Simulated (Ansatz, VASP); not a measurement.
Two plane-wave programs on Ge

```
Ge
1.0
     5.01202    0.00000    0.00000
    -2.50601    4.34053    0.00000
     0.00000    0.00000    2.84917
Ge
3
Direct
  0.00000 0.00000 0.00000
  0.33333 0.66667 0.50000
  0.66667 0.33333 0.50000
```

Alike in both runs: task single point; functional RPBE; k mesh 8 × 8 × 13; occupations fermi-dirac, width 0.1 eV; no spin polarisation.

|  | VASP | Ansatz |
| --- | --- | --- |
| version | VASP 6.6.1 | Ansatz 0.2.0 |
| potentials or method | VASP PAW PBE potentials, release 64 (Ge_d), cutoff 520 eV | plane waves (420 eV) with PAW, scalar-relativistic |
| valence electrons in the cell | 42 | 42 |

Ansatz gave:

| Quantity | Value |
| --- | --- |
| pressure (GPa) | -2.1 |
| traceless stress, the component that is largest in VASP (GPa) | 0.59 |

Problem. What did VASP give for the same quantities?

Solution. Pressure (GPa): -2.1; traceless stress, the component that is largest in VASP (GPa): 0.60.

VASP's potentials were made for PBE, not for RPBE.
